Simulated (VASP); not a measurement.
Set up this calculation in VASP 6.6.1, as the native input.

- Task: single point
- Functional: PBEsol
- Potentials or basis: VASP PAW PBE potentials, release 64 (Bi_d, Te)
- Cutoff: 520 eV
- k mesh: 7 × 7 × 7
- Occupations: fermi-dirac, width 0.08 eV
- Spin: no spin polarisation
- Dipole correction: no
- Further INCAR settings: ALGO = Normal; EDIFF = 1e-06; NBANDS = 32

The structure of Bi2Te3 lies in POSCAR:

```
Bi2Te3
1.0
    2.1491405472      1.2408068734     10.1656700000
   -2.1491405472      1.2408068734     10.1656700000
    0.0000000000     -2.4816137469     10.1656700000
Bi Te
2 3
Direct
    0.4000000000      0.4000000000      0.4000000000
    0.6000000000      0.6000000000      0.6000000000
    0.0000000000      0.0000000000      0.0000000000
    0.2095000000      0.2095000000      0.2095000000
    0.7905000000      0.7905000000      0.7905000000
```

This cell differs from its parent crystal: equal xx and yy strain of -2 %.

One way to write it, as run:

INCAR

```
SYSTEM = Bi2Te3
  ALGO = Normal
  EDIFF = 1E-6
  ENCUT = 520
  GGA = PS
  ISIF = 2
  ISMEAR = -1
  LASPH = .True.
  LCHARG = .False.
  LREAL = .False.
  LWAVE = .False.
  NBANDS = 32
  NELM = 60
  PREC = Accurate
  SIGMA = 0.08
```

KPOINTS

```
k-points
0
Gamma
  7 7 7
  0 0 0
```

Potentials or basis: VASP PAW PBE potentials, release 64 (Bi_d, Te).

Command:

```sh
$ cat potpaw_PBE.64/Bi_d/POTCAR potpaw_PBE.64/Te/POTCAR > POTCAR
$ mpirun -np 1 vasp_std > vasp.out
```

Results of the run:

| Item | Value |
| --- | --- |
| Pressure | 1.6 GPa |
| Largest force | 0.117 eV/Å |
| Band gap on the k mesh | 0.26 eV |

Caveat: the cell differs from its parent crystal (equal xx and yy strain of -2 %); the PAW data sets were made with another functional, which shifts forces and pressure a little; spin-orbit coupling is left out, which moves the levels of the heavy elements.

It took 14 min on 1 thread of AMD EPYC 9R45 96-Core Processor (Zen 5), on a shared host, peak memory 0.96 GiB.
